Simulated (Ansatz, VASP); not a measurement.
## Two plane-wave programs on BN

```
B N
1.0
     2.53600    0.00000    0.00000
    -1.26800    2.19624    0.00000
     0.00000    0.00000    4.21300
B N
2 2
Direct
  0.66667 0.33333 0.00000
  0.33333 0.66667 0.50000
  0.66667 0.33333 0.37500
  0.33333 0.66667 0.87500
```

Alike in both runs: task single point; functional PBE; k mesh 12 × 12 × 6; occupations fermi-dirac, width 0.05 eV; no spin polarisation.

```csv
,VASP,Ansatz
version,VASP 6.6.1,Ansatz 0.2.0
potentials or method,"VASP PAW PBE potentials, release 64 (B, N), cutoff 520 eV","plane waves, PAW"
valence electrons in the cell,16,16
```

|  | VASP | Ansatz | Ansatz less VASP |
| --- | --- | --- | --- |
| pressure (GPa) | 6.9 | 6.7 | -0.26 |
| traceless stress, the component that is largest in VASP (GPa) | -3.01 | -2.97 | +0.043 |
